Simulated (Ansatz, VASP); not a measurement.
**Two plane-wave programs on Ca**

INCAR

```
SYSTEM = Ca
ALGO = Normal ; EDIFF = 1E-6
EDIFFG = -0.01 ; ENCUT = 600
GGA = PS ; IBRION = 2
ISIF = 3 ; ISMEAR = -1
LASPH = .True. ; LCHARG = .False.
LREAL = .False. ; LWAVE = .False.
NELM = 60 ; NSW = 60
PREC = Accurate ; SIGMA = 0.05
```

The input KPOINTS:

```
k-points
0
Gamma
  8 8 4
  0 0 0
```

POSCAR

```
Ca
1.0
    3.9800000000      0.0000000000      0.0000000000
   -1.9900000000      3.4467811071      0.0000000000
    0.0000000000      0.0000000000      6.5200000000
Ca
2
Direct
    0.6666666667      0.3333333333      0.7500000000
    0.3333333333      0.6666666667      0.2500000000
```

File input.yaml:

```yaml
crystal:
  lattice:
    - [3.98, 0.0, 0.0]
    - [-1.99, 3.4467811071, 0.0]
    - [0.0, 0.0, 6.52]
  atoms:
    - { symbol: Ca, position: [0.6666666667, 0.3333333333, 0.75] }
    - { symbol: Ca, position: [0.3333333333, 0.6666666667, 0.25] }
hamiltonian:
  xc: pbesol
  pseudopotentials: { kind: paw }
kpoints:
  mp_grid: { grid: [8, 8, 4] }
scf:
  occupations: { method: fermi_dirac, width: 0.05 }
output:
  forces: true
  stress: true
  eigenvalues: true
  write_density: true
  write_potential: true
  elf: true
  volumetric_format: npy
relax:
  f_tol: 0.01
  max_steps: 40
  cell: { stress_tol: 0.05 }
```

Alike in both runs: task relaxation of cell and atoms; functional PBEsol; k mesh 8 × 8 × 4; occupations fermi-dirac, width 0.05 eV; no spin polarisation.

```csv
,VASP,Ansatz
version,VASP 6.6.1,Ansatz 0.2.0
potentials or method,"VASP PAW PBE potentials, release 64 (Ca_sv)",Ansatz PAW
plane-wave cutoff (eV),600,420
valence electrons in the cell,20,20
```

```csv
,VASP,Ansatz,Ansatz less VASP
"gap on the k mesh at the Fermi level, each at its own relaxed structure (eV)",none,none,-
relaxed volume (Å³/atom),40.80,40.80,+0.002
relaxed cell length with the largest relative difference (Å),6.371,6.372,+0.0011
```

VASP's potentials were made for PBE, not for PBEsol. A gap of «none» marks a metal or a gap that the smearing closes.

Noted on Ansatz's run: the plane-wave basis is chosen anew once the cell has moved, so the energies of steps on either side of that aren't comparable.
